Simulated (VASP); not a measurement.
A run of VASP 6.6.1 is set up as follows.

Contents of INCAR:

```
  PREC = Accurate
  ENCUT = 520
  EDIFF = 1E-6
  ISMEAR = -1
  SIGMA = 0.05
  LREAL = False
  LASPH = True
  NELM = 80
  ALGO = Normal
  ISIF = 2
  LWAVE = False
  LCHARG = False
  GGA = PE
  NBANDS = 16
```

Contents of KPOINTS:

```
Automatic mesh
0
Gamma
  14 14 14
```

POSCAR

```
Si2Ni
1.0
   -1.3465313872      1.3465313872      3.2987010590
    1.3465313872     -1.3465313872      3.2987010590
    1.3465313872      1.3465313872     -3.2987010590
Ni Si
1 2
Direct
    0.0000000000      0.0000000000      0.0000000000
    0.3340773686      0.3340773686      0.0000000000
   -0.3340773686     -0.3340773686      0.0000000000
```

Potentials or basis: VASP PAW PBE potentials, release 64 (Ni, Si).

The run is started by

```bash
$ cat potpaw_PBE.64/Ni/POTCAR potpaw_PBE.64/Si/POTCAR > POTCAR
$ mpirun -np 1 vasp_std > vasp.out
```

**Question.** What does it give for the band gap on the k mesh?

**Answer.** Zero (bands 9 and 10 overlap by 3.08 eV).

**Question.** Estimate the pressure.

**Answer.** 182.0 GPa.

Forces on the atoms (eV/Å):
```
Ni   0.000  0.000  0.000
Si   0.000  0.000 -0.003
Si   0.000  0.000  0.003
```

Caveat: the cell stands under pressure. Spin polarisation is off, so any magnetic state and its effect on volume and gap are missing.
